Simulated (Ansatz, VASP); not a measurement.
**AlB2As3 in VASP and in Ansatz**

```xyz
6
Lattice="-1.8221 1.8221 7.7306 1.8221 -1.8221 7.7306 1.8221 1.8221 -7.7306" Properties=species:S:1:pos:R:3 pbc="T T T"
Al    0.0000    0.0000    7.7306
B     0.0000    0.0000   12.8843
B     0.0000    0.0000    2.5769
As    0.0000    1.8221    1.2884
As    1.8221    0.0000    3.8653
As    0.0000    1.8221    6.4422
```

Alike in both runs: task relaxation of cell and atoms; functional PBE; k mesh 6 × 6 × 6; occupations gaussian, width 0.1 eV; no spin polarisation.

|  | VASP | Ansatz |
| --- | --- | --- |
| version | VASP 6.6.1 | Ansatz 0.2.0 |
| potentials or method | VASP PAW PBE potentials, release 64 (Al, B, As), cutoff 600 eV | scalar-relativistic, plane waves, PAW |
| valence electrons in the cell | 24 | 54 |

Ansatz gave:

| Quantity | Value |
| --- | --- |
| gap on the k mesh at the Fermi level, each at its own relaxed structure (eV) | 0.63 |
| relaxed volume (Å³/atom) | 16.85 |
| relaxed cell length with the largest relative difference (Å) | 8.271 |

Question: What did VASP give for the same quantities?

Answer: gap on the k mesh at the Fermi level, each at its own relaxed structure (eV): 0.62; relaxed volume (Å³/atom): 16.93; relaxed cell length with the largest relative difference (Å): 8.287.

VASP's potentials hold 24 valence electrons a cell and Ansatz's 54, so a difference there can come from the potentials and not from the codes.
